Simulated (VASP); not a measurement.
**PbO2: single point with PBE**

Crystal: PbO2.

```
CELL_PARAMETERS angstrom
3.72882 0.00000 0.00000
0.00000 3.84163 0.00000
0.00000 0.00000 11.50532
ATOMIC_POSITIONS crystal
Pb 0.74264 0.45107 0.37222
Pb 0.75736 0.54893 0.87222
Pb 0.25736 0.95107 0.12778
Pb 0.24264 0.04893 0.62778
O 0.25783 0.50762 0.96685
O 0.24217 0.49238 0.46685
O 0.74876 0.95223 0.28181
O 0.75124 0.04777 0.78181
O 0.25124 0.45223 0.21819
O 0.24876 0.54777 0.71819
O 0.75783 0.99238 0.03315
O 0.74217 0.00762 0.53315
```

```json
{
 "Program": "VASP 6.6.1",
 "Task": "single point",
 "Functional": "PBE",
 "Potentials or basis": "VASP PAW PBE potentials, release 64 (Pb_d, O)",
 "Cutoff": "600 eV",
 "k mesh": "6 × 4 × 2",
 "Occupations": "gaussian, width 0.1 eV",
 "Spin": "no spin polarisation"
}
```

The pressure is 0.1 GPa, the largest force is 0.036 eV/Å and the band gap on the k mesh is zero (bands 52 and 53 overlap by 0.02 eV).

Forces in eV/Å, atoms in the order of the input:
```
Pb  -0.019 -0.031 -0.001
Pb   0.019  0.031 -0.001
Pb   0.019 -0.031  0.001
Pb  -0.019  0.031  0.001
O   -0.016 -0.018  0.013
O    0.016  0.018  0.013
O    0.004 -0.009 -0.003
O   -0.004  0.009 -0.003
O   -0.004 -0.009  0.003
O    0.004  0.009  0.003
O   -0.016  0.018 -0.013
O    0.016 -0.018 -0.013
```

Stress tensor (GPa, compression positive):
```
 0.18  0.00  0.00
 0.00  0.13  0.00
 0.00  0.00 -0.11
```

Levels at points of the mesh, in eV from the Fermi level:
```csv
k point,band 48,band 49,band 50,band 51,band 52,band 53,band 54,band 55,band 56,band 57
"(0.00, 0.00, 0.00)",-0.69,-0.28,-0.24,-0.23,-0.12,-0.08,1.40,1.48,2.22,6.04
"(0.50, 0.00, 0.00)",-0.90,-0.79,-0.79,-0.55,-0.55,2.37,2.37,2.59,2.59,7.14
"(0.00, 0.50, 0.00)",-0.98,-0.88,-0.88,-0.58,-0.58,2.32,2.32,2.64,2.64,6.95
"(0.50, 0.50, 0.00)",-0.43,-0.22,-0.22,-0.06,-0.06,3.13,3.13,3.29,3.29,6.44
"(0.00, 0.00, 0.50)",-0.61,-0.24,-0.24,-0.10,-0.10,0.33,0.33,2.06,2.06,6.23
"(0.50, 0.00, 0.50)",-0.90,-0.75,-0.75,-0.71,-0.71,2.47,2.47,2.50,2.50,7.32
"(0.00, 0.50, 0.50)",-0.93,-0.92,-0.92,-0.68,-0.68,2.37,2.37,2.60,2.60,7.08
"(0.50, 0.50, 0.50)",-0.68,-0.11,-0.11,-0.11,-0.11,3.21,3.21,3.21,3.21,7.09
```

It took 5.8 min on 1 thread of Oxide Virtual Turin-like Processor, with other jobs on the host, peak memory 0.39 GiB.

Caveat: the k points lie up to 0.41 Å⁻¹ apart; semilocal functionals underestimate gaps, and a narrow one can read as zero; spin-orbit coupling is left out, which moves the levels of the heavy elements.
